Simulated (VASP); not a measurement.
# Zn2C (fluorite type) in VASP: notebook, part 2 of 3

VASP 6.6.1. Earlier steps stand in the parts before.

## Step 3: Electric field gradients, PBE (x and y stretched by -2 %, z held)

INCAR reads:

```
SYSTEM = Zn2C
ALGO = Normal
EDIFF = 1E-8
ENCUT = 520
GGA = PE
ISIF = 2
ISMEAR = -1
LASPH = .TRUE.
LCHARG = .FALSE.
LEFG = .TRUE.
LREAL = .FALSE.
LWAVE = .FALSE.
NBANDS = 21
NELM = 100
PREC = Accurate
SIGMA = 0.08
```

KPOINTS reads:

```
k-points
0
G
  11 11 11
  0 0 0
```

POSCAR reads:

```
Zn2C
1.0
    0.0000000000      2.5523370305      2.6044255414
    2.5523370305      0.0000000000      2.6044255414
    2.5523370305      2.5523370305      0.0000000000
C Zn
1 2
Direct
    0.0000000000      0.0000000000      0.0000000000
    0.2500000000      0.2500000000      0.2500000000
    0.7500000000      0.7500000000      0.7500000000
```

Potentials or basis: VASP PAW PBE potentials, release 64 (C, Zn).

On the command line:

```bash
$ cat potpaw_PBE.64/C/POTCAR potpaw_PBE.64/Zn/POTCAR > POTCAR
$ mpirun -np 1 vasp_std > vasp.out
```

OUTCAR:

```text
SYSTEM = Zn2C
   EDIFF = 1E-8
   ENCUT = 520
   GGA = PE
   ISIF = 2
   ISMEAR = -1
   LASPH = .TRUE.
   LREAL = .FALSE.
   NELM = 100
   PREC = Accurate

 ion  position               nearest neighbor table
   1  0.000  0.000  0.000-   3 2.23   3 2.23   3 2.23   2 2.23   3 2.23   2 2.23   2 2.23   2 2.23

   2  0.250  0.250  0.250-   1 2.23   1 2.23   1 2.23   1 2.23   3 2.55   3 2.55   3 2.55   3 2.55
                             3 2.60   3 2.60
   3  0.750  0.750  0.750-   1 2.23   1 2.23   1 2.23   1 2.23   2 2.55   2 2.55   2 2.55   2 2.55
                             2 2.60   2 2.60

  LATTYP: Found a body centered tetragonal cell.
 ALAT       =     3.6095496443
 C/A-ratio  =     1.4430750637

  Lattice vectors:

 A1 = (  -2.5523370305,   0.0000000000,   2.6044255414)
 A2 = (   2.5523370305,   0.0000000000,   2.6044255414)
 A3 = (   0.0000000000,   2.5523370305,  -2.6044255414)

Analysis of symmetry for initial positions (statically):
=====================================================================
 Subroutine PRICEL returns:
 Original cell was already a primitive cell.

 Routine SETGRP: Setting up the symmetry group for a
 body centered tetragonal supercell.

 Subroutine GETGRP returns: Found 16 space group operations
 (whereof 16 operations were pure point group operations)
 out of a pool of 16 trial point group operations.

The static configuration has the point symmetry D_4h.

Analysis of symmetry for dynamics (positions and initial velocities):
=====================================================================
 Subroutine PRICEL returns:
[... 162 lines left out ...]
 fundamental gap:      0.7121590494
 Fermi energy:         4.9501020665

 k-point     1 :       0.0000    0.0000    0.0000
  band No.  band energies     occupation
      1      -9.4057      2.00000
      2      -4.0540      2.00000
      3      -3.9794      2.00000
      4      -3.9794      2.00000
      5      -3.8186      2.00000
      6      -3.7627      2.00000
[... 565 lines left out ...]
     20      15.6256      0.00000
     21      16.5306      0.00000

 [... further k-points ...]
[... 5 lines left out ...]
  --------------------------------------------------------------------------------------
  -------------------------------------------------------------------------------------
  Total        1.7359258      1.7359258      0.6667360      0.0000000     -0.0000000      0.0000000
  in kB       81.9641152     81.9641152     31.4808558      0.0000000     -0.0000000      0.0000000
  external PRESSURE =      65.1363621 kB  Pullay stress =       0.0000000 kB

 VOLUME and BASIS-vectors are now :
 -----------------------------------------------------------------------------
  energy-cutoff  :      520.00
  volume of cell :       33.93
      direct lattice vectors                 reciprocal lattice vectors
     0.000000000  2.552337030  2.604425541    -0.195898893  0.195898893  0.191980916
     2.552337030  0.000000000  2.604425541     0.195898893 -0.195898893  0.191980916
     2.552337030  2.552337030  0.000000000     0.195898893  0.195898893 -0.191980916

 POSITION                                       TOTAL-FORCE (eV/Angst)
 -----------------------------------------------------------------------------------
      0.00000      0.00000      0.00000         0.000000      0.000000      0.000000
      1.27617      1.27617      1.30221         0.000000      0.000000     -0.000000
      3.82851      3.82851      3.90664        -0.000000     -0.000000     -0.000000
 -----------------------------------------------------------------------------------
    total drift:                                0.000000      0.000000      0.000000

  FREE ENERGIE OF THE ION-ELECTRON SYSTEM (eV)
  ---------------------------------------------------
  free  energy   TOTEN  =        -9.2361106114 eV

  energy  without entropy=       -9.2355950483  energy(sigma->0) =       -9.23585283

 Electric field gradients (V/A^2)
---------------------------------------------------------------------
 ion       V_xx      V_yy      V_zz      V_xy      V_xz      V_yz
---------------------------------------------------------------------
   1      -1.188    -1.188     2.376     0.000     0.000     0.000
   2      -0.319    -0.319     0.637     0.006     0.004     0.004
   3      -0.319    -0.319     0.637     0.006     0.004     0.004
---------------------------------------------------------------------

 Electric field gradients after diagonalization (V/A^2)
 (convention: |V_zz| > |V_xx| > |V_yy|)
----------------------------------------------------------------------
 ion       V_xx      V_yy      V_zz     asymmetry (V_yy - V_xx)/ V_zz
----------------------------------------------------------------------
   1      -1.188    -1.188     2.376       0.000
   2      -0.325    -0.312     0.637       0.019
   3      -0.325    -0.312     0.637       0.019
----------------------------------------------------------------------

           NMR quadrupolar parameters

 Cq : quadrupolar parameter    Cq=e*Q*V_zz/h
 eta: asymmetry parameters     (V_yy - V_xx)/ V_zz
 Q  : nuclear electric quadrupole moment in mb (millibarn)
----------------------------------------------------------------------
 ion       Cq(MHz)       eta       Q (mb)
----------------------------------------------------------------------
   1       0.006       0.000       1.000
   2       0.002       0.019       1.000
   3       0.002       0.019       1.000
----------------------------------------------------------------------
```

OSZICAR:

```text
N       E                     dE             d eps       ncg     rms          rms(c)
DAV:   1     0.143313264850E+03    0.14331E+03   -0.14181E+04  5476   0.208E+03
DAV:   2    -0.698844690271E+00   -0.14401E+03   -0.13715E+03  5402   0.331E+02
DAV:   3    -0.110205572731E+02   -0.10322E+02   -0.10163E+02  6052   0.885E+01
DAV:   4    -0.111895319905E+02   -0.16897E+00   -0.16882E+00  5732   0.109E+01
DAV:   5    -0.111904658493E+02   -0.93386E-03   -0.93384E-03  6087   0.771E-01    0.102E+01
DAV:   6    -0.924626087967E+01    0.19442E+01   -0.48786E+00  7835   0.510E+01    0.727E+00
DAV:   7    -0.925342626250E+01   -0.71654E-02   -0.83962E-01  5824   0.112E+01    0.384E+00
DAV:   8    -0.923814060435E+01    0.15286E-01   -0.48359E-02  5814   0.159E+00    0.115E+00
DAV:   9    -0.923610227117E+01    0.20383E-02   -0.29620E-03  7020   0.585E-01    0.139E-01
DAV:  10    -0.923608320681E+01    0.19064E-04   -0.91570E-04  7909   0.279E-01    0.584E-02
DAV:  11    -0.923611129370E+01   -0.28087E-04   -0.16355E-04  5727   0.108E-01    0.187E-02
DAV:  12    -0.923611123772E+01    0.55982E-07   -0.50921E-06  5785   0.218E-02    0.111E-02
DAV:  13    -0.923611076088E+01    0.47684E-06   -0.53348E-07  6017   0.724E-03    0.284E-03
DAV:  14    -0.923611060264E+01    0.15825E-06   -0.41942E-07  8066   0.467E-03    0.520E-04
DAV:  15    -0.923611061142E+01   -0.87834E-08   -0.67016E-08  5553   0.171E-03
   1 F= -.92361106E+01 E0= -.92358528E+01  d E =-.515563E-03
```

Wall time 43 s (1 thread of Intel Xeon 6975P-C (Granite Rapids), shared host); peak memory 0.21 GiB.

What came out:

```yaml
Free_energy: -9.2361 eV
Pressure: 6.5 GPa
Band_gap_on_the_k_mesh: zero (filled and empty bands touch)
```

Electric field gradients, principal values (V/Å²):
| atom | least | middle | greatest (by size) |
| --- | --- | --- | --- |
| 1 C | -1.188 | -1.188 | 2.376 |
| 2 Zn | -0.312 | -0.325 | 0.637 |
| 3 Zn | -0.312 | -0.325 | 0.637 |

Caveat: the cell differs from its parent crystal (x and y stretched by -2 %, z held); without QUAD_EFG the Cq values of the log hold for a quadrupole moment of 1 mb, not for the nuclei.

## Step 4: Electric field gradients, PBE (xy shear strain of -1.5 %)

INCAR reads:

```
SYSTEM = Zn2C
PREC = Accurate ; ENCUT = 520
EDIFF = 1E-8 ; ISMEAR = -1
SIGMA = 0.08 ; LREAL = .FALSE.
LASPH = .TRUE. ; NELM = 60
ALGO = Normal ; ISIF = 2
LWAVE = .FALSE. ; LCHARG = .FALSE.
GGA = PE ; LEFG = .TRUE.
NBANDS = 21
```

KPOINTS reads:

```
Automatic mesh
0
G
  11 11 11
  0 0 0
```

POSCAR reads:

```
Zn2C
1.0
   -0.0195331916      2.6044255414      2.6044255414
    2.6044255414     -0.0195331916      2.6044255414
    2.5848923498      2.5848923498      0.0000000000
C Zn
1 2
Direct
    0.0000000000      0.0000000000      0.0000000000
    0.2500000000      0.2500000000      0.2500000000
    0.7500000000      0.7500000000      0.7500000000
```

Potentials or basis: VASP PAW PBE potentials, release 64 (C, Zn).

On the command line:

```bash
$ cat potpaw_PBE.64/C/POTCAR potpaw_PBE.64/Zn/POTCAR > POTCAR
$ mpirun -np 1 vasp_std > vasp.out
```

OUTCAR:

```text
SYSTEM = Zn2C
   PREC = Accurate
   ENCUT = 520
   EDIFF = 1E-8
   ISMEAR = -1
   LREAL = .FALSE.
   LASPH = .TRUE.
   NELM = 60
   ISIF = 2
   GGA = PE

 ion  position               nearest neighbor table
   1  0.000  0.000  0.000-   3 2.24   2 2.24   3 2.24   2 2.24   3 2.27   3 2.27   2 2.27   2 2.27

   2  0.250  0.250  0.250-   1 2.24   1 2.24   1 2.27   1 2.27   3 2.60   3 2.60   3 2.60   3 2.60
                             3 2.60   3 2.60
   3  0.750  0.750  0.750-   1 2.24   1 2.24   1 2.27   1 2.27   2 2.60   2 2.60   2 2.60   2 2.60
                             2 2.60   2 2.60

  LATTYP: Found a body centered orthorhombic cell.
 ALAT       =     3.6555898184
 B/A-ratio  =     1.0151133502
 C/A-ratio  =     1.4249003148

  Lattice vectors:

 A1 = (   0.0195331916,  -2.6044255414,  -2.6044255414)
 A2 = (  -0.0195331916,   2.6044255414,  -2.6044255414)
 A3 = (   2.6044255414,  -0.0195331916,   2.6044255414)

Analysis of symmetry for initial positions (statically):
=====================================================================
 Subroutine PRICEL returns:
 Original cell was already a primitive cell.

 Routine SETGRP: Setting up the symmetry group for a
 body centered orthorhombic supercell.

 Subroutine GETGRP returns: Found  8 space group operations
 (whereof  8 operations were pure point group operations)
 out of a pool of  8 trial point group operations.

The static configuration has the point symmetry D_2h.

Analysis of symmetry for dynamics (positions and initial velocities):
=====================================================================
 Subroutine PRICEL returns:
 Original cell was already a primitive cell.

 Routine SETGRP: Setting up the symmetry group for a
[... 163 lines left out ...]
  band No.  band energies     occupation
      1      -9.3974      2.00000
      2      -4.1689      2.00000
      3      -4.1631      2.00000
      4      -4.1571      2.00000
      5      -3.9797      2.00000
      6      -3.9792      2.00000
[... 565 lines left out ...]
     20      14.7120      0.00000
     21      16.1169      0.00000

 [... further k-points ...]
[... 5 lines left out ...]
  --------------------------------------------------------------------------------------
  -------------------------------------------------------------------------------------
  Total        0.1420966      0.1420966      0.1363187      0.1824269      0.0000000      0.0000000
  in kB        6.4439608      6.4439608      6.1819377      8.2729059      0.0000000      0.0000000
  external PRESSURE =       6.3566198 kB  Pullay stress =       0.0000000 kB

 VOLUME and BASIS-vectors are now :
 -----------------------------------------------------------------------------
  energy-cutoff  :      520.00
  volume of cell :       35.33
      direct lattice vectors                 reciprocal lattice vectors
    -0.019533192  2.604425541  2.604425541    -0.190551777  0.190551777  0.191980916
     2.604425541 -0.019533192  2.604425541     0.190551777 -0.190551777  0.191980916
     2.584892350  2.584892350  0.000000000     0.193431653  0.193431653 -0.191980916

 POSITION                                       TOTAL-FORCE (eV/Angst)
 -----------------------------------------------------------------------------------
      0.00000      0.00000      0.00000         0.000000      0.000000     -0.000000
      1.29245      1.29245      1.30221         0.000000      0.000000     -0.003137
      3.87734      3.87734      3.90664        -0.000000     -0.000000      0.003137
 -----------------------------------------------------------------------------------
    total drift:                                0.000000      0.000000      0.000000

  FREE ENERGIE OF THE ION-ELECTRON SYSTEM (eV)
  ---------------------------------------------------
  free  energy   TOTEN  =        -9.2720832323 eV

  energy  without entropy=       -9.2715135034  energy(sigma->0) =       -9.27179837

 Electric field gradients (V/A^2)
---------------------------------------------------------------------
 ion       V_xx      V_yy      V_zz      V_xy      V_xz      V_yz
---------------------------------------------------------------------
   1      -0.010    -0.010     0.019    -1.827     0.000     0.000
   2       0.003     0.003    -0.006    -3.791     0.004     0.004
   3       0.003     0.003    -0.006    -3.791     0.004     0.004
---------------------------------------------------------------------

 Electric field gradients after diagonalization (V/A^2)
 (convention: |V_zz| > |V_xx| > |V_yy|)
----------------------------------------------------------------------
 ion       V_xx      V_yy      V_zz     asymmetry (V_yy - V_xx)/ V_zz
----------------------------------------------------------------------
   1       1.817     0.019    -1.837       0.979
   2      -3.788    -0.006     3.794       0.997
   3      -3.788    -0.006     3.794       0.997
----------------------------------------------------------------------

           NMR quadrupolar parameters

 Cq : quadrupolar parameter    Cq=e*Q*V_zz/h
 eta: asymmetry parameters     (V_yy - V_xx)/ V_zz
 Q  : nuclear electric quadrupole moment in mb (millibarn)
----------------------------------------------------------------------
 ion       Cq(MHz)       eta       Q (mb)
----------------------------------------------------------------------
   1      -0.004       0.979       1.000
   2       0.009       0.997       1.000
   3       0.009       0.997       1.000
----------------------------------------------------------------------
```

stdout:

```text
POSCAR found type information on POSCAR C Zn
 POSCAR found :  2 types and       3 ions
 scaLAPACK will be used
 LDA part: xc-table for (Slater+PW92), standard interpolation
 POSCAR, INCAR and KPOINTS ok, starting setup
 FFT: planning ... GRIDC
 FFT: planning ... GRID_SOFT
 FFT: planning ... GRID
 WAVECAR not read
 entering main loop
ion   1

ion   2

ion   3
```

It took 74 s on 1 thread of Intel Xeon 6975P-C (Granite Rapids), shared host; peak memory 0.26 GiB.

Results:

```yaml
Free_energy: -9.2721 eV
Pressure: 0.6 GPa
Largest_force: 0.003 eV/Å
```

Forces in eV/Å, atoms in the order of the input:
```
C    0.000  0.000  0.000
Zn   0.000  0.000 -0.003
Zn   0.000  0.000  0.003
```

Levels at points of the mesh, in eV from the Fermi level:
```csv
k point,band 11,band 12,band 13,band 14,band 15,band 16,band 17,band 18
"(0.00, 0.00, 0.00)",-6.95,-0.38,-0.18,-0.16,-0.14,3.85,4.00,4.14
```

Electric field gradients, principal values (V/Å²):
| atom | least | middle | greatest (by size) |
| --- | --- | --- | --- |
| 1 C | 0.019 | 1.817 | -1.837 |
| 2 Zn | -0.006 | -3.788 | 3.794 |
| 3 Zn | -0.006 | -3.788 | 3.794 |

Caveat: the cell differs from its parent crystal (xy shear strain of -1.5 %); without QUAD_EFG the Cq values of the log hold for a quadrupole moment of 1 mb, not for the nuclei.

## Step 5: Electric field gradients, PBE

This run uses another cell than the first one, of 11.78 Å³/atom, 1.041 times its volume.

INCAR reads:

```
SYSTEM = Zn2C
ALGO = Normal
EDIFF = 1E-8
ENCUT = 520
GGA = PE
ISIF = 2
ISMEAR = -1
LASPH = .True.
LCHARG = .False.
LEFG = .True.
LREAL = .False.
LWAVE = .False.
NBANDS = 21
NELM = 60
PREC = Accurate
SIGMA = 0.08
```

KPOINTS reads:

```
k-points
0
Gamma
  11 11 11
  0 0 0
```

POSCAR reads:

```
Zn2C
1.0
    0.0000000000      2.6044255410      2.6044255410
    2.6044255410      0.0000000000      2.6044255410
    2.6044255410      2.6044255410      0.0000000000
C Zn
1 2
Direct
    0.0000000000      0.0000000000      0.0000000000
    0.2500000000      0.2500000000      0.2500000000
    0.7500000000      0.7500000000      0.7500000000
```

Potentials or basis: VASP PAW PBE potentials, release 64 (C, Zn).

On the command line:

```bash
$ cat potpaw_PBE.64/C/POTCAR potpaw_PBE.64/Zn/POTCAR > POTCAR
$ mpirun -np 1 vasp_std > vasp.out
```

OUTCAR:

```text
SYSTEM = Zn2C
   EDIFF = 1E-8
   ENCUT = 520
   GGA = PE
   ISIF = 2
   ISMEAR = -1
   LASPH = .True.
   LREAL = .False.
   NELM = 60
   PREC = Accurate

 ion  position               nearest neighbor table
   1  0.000  0.000  0.000-   3 2.26   3 2.26   3 2.26   2 2.26   3 2.26   2 2.26   2 2.26   2 2.26

   2  0.250  0.250  0.250-   1 2.26   1 2.26   1 2.26   1 2.26   3 2.60   3 2.60   3 2.60   3 2.60
                             3 2.60   3 2.60
   3  0.750  0.750  0.750-   1 2.26   1 2.26   1 2.26   1 2.26   2 2.60   2 2.60   2 2.60   2 2.60
[... 803 lines left out ...]

 Electric field gradients (V/A^2)
---------------------------------------------------------------------
 ion       V_xx      V_yy      V_zz      V_xy      V_xz      V_yz
---------------------------------------------------------------------
   1      -0.000    -0.000    -0.000     0.000     0.000     0.000
   2       0.000     0.000    -0.000     0.004     0.004     0.004
   3       0.000     0.000    -0.000     0.004     0.004     0.004
---------------------------------------------------------------------

 Electric field gradients after diagonalization (V/A^2)
 (convention: |V_zz| > |V_xx| > |V_yy|)
----------------------------------------------------------------------
 ion       V_xx      V_yy      V_zz     asymmetry (V_yy - V_xx)/ V_zz
----------------------------------------------------------------------
   1      -0.000    -0.000     0.001       0.000
   2      -0.004    -0.004     0.008       0.000
   3      -0.004    -0.004     0.008       0.000
----------------------------------------------------------------------

           NMR quadrupolar parameters

 Cq : quadrupolar parameter    Cq=e*Q*V_zz/h
 eta: asymmetry parameters     (V_yy - V_xx)/ V_zz
 Q  : nuclear electric quadrupole moment in mb (millibarn)
----------------------------------------------------------------------
 ion       Cq(MHz)       eta       Q (mb)
----------------------------------------------------------------------
   1       0.000       0.000       1.000
   2       0.000       0.000       1.000
   3       0.000       0.000       1.000
----------------------------------------------------------------------
```

stdout:

```text
POSCAR found type information on POSCAR C Zn
 POSCAR found :  2 types and       3 ions
 scaLAPACK will be used
 LDA part: xc-table for (Slater+PW92), standard interpolation
 POSCAR, INCAR and KPOINTS ok, starting setup
 FFT: planning ... GRIDC
 FFT: planning ... GRID_SOFT
 FFT: planning ... GRID
 WAVECAR not read
 entering main loop
ion   1

ion   2

ion   3
```

It took 44 s on 1 thread of Intel Xeon Platinum 8259CL at 2.50GHz (Skylake/Cascade Lake), shared host; peak memory 0.17 GiB.

Results:

- Free energy: -9.2735 eV
- Pressure: 0.6 GPa
- Band gap on the k mesh: zero (filled and empty bands touch)

Levels at points of the mesh, in eV from the Fermi level:
| k point | band 12 | band 13 | band 14 | band 15 | band 16 | band 17 |
| --- | --- | --- | --- | --- | --- | --- |
| (0.00, 0.00, 0.00) | -0.38 | -0.16 | -0.16 | -0.16 | 3.99 | 3.99 |

Caveat: without QUAD_EFG the Cq values of the log hold for a quadrupole moment of 1 mb, not for the nuclei.

(Part 2 of 3 ends here.)
